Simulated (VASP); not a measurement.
Here is a VASP 6.6.1 calculation.

The input INCAR:

```
SYSTEM = BaAl2Os
ALGO = Normal ; EDIFF = 1E-6
ENCUT = 520 ; GGA = PE
ISIF = 2 ; ISMEAR = 0
LASPH = .TRUE. ; LCHARG = .FALSE.
LREAL = .FALSE. ; LWAVE = .FALSE.
NBANDS = 20 ; NELM = 80
PREC = Accurate ; SIGMA = 0.1
```

KPOINTS

```
k-points
0
G
  6 6 6
  0 0 0
```

File POSCAR:

```
BaAl2Os
1.0
    1.8681980580      1.0786046517      6.5740472107
   -1.8681980580      1.0786046517      6.5740472107
    0.0000000000     -2.1572093035      6.5740472107
Ba Al Os
1 2 1
Direct
    0.0000000000      0.0000000000      0.0000000000
    0.2220000000      0.2220000000      0.2220000000
    0.7780000000      0.7780000000      0.7780000000
    0.5000000000      0.5000000000      0.5000000000
```

Potentials or basis: VASP PAW PBE potentials, release 64 (Ba_sv, Al, Os).

Command:

```console
$ cat potpaw_PBE.64/Ba_sv/POTCAR potpaw_PBE.64/Al/POTCAR potpaw_PBE.64/Os/POTCAR > POTCAR
$ mpirun -np 1 vasp_std > vasp.out
```

(1) Estimate the pressure.

(2) Predict the band gap on the k mesh.

(3) What does it give for the largest force?

Answers

(1) 18.4 GPa.

(2) zero (bands 12 and 13 overlap by 0.75 eV).

(3) 1.170 eV/Å.

Caveat: the stress differs along the axes, from 14 to 21 GPa; spin-orbit coupling is left out, which moves the levels of the heavy elements; forces of over 1 eV/Å act on the atoms, so gaps and moduli don't describe the material at rest.
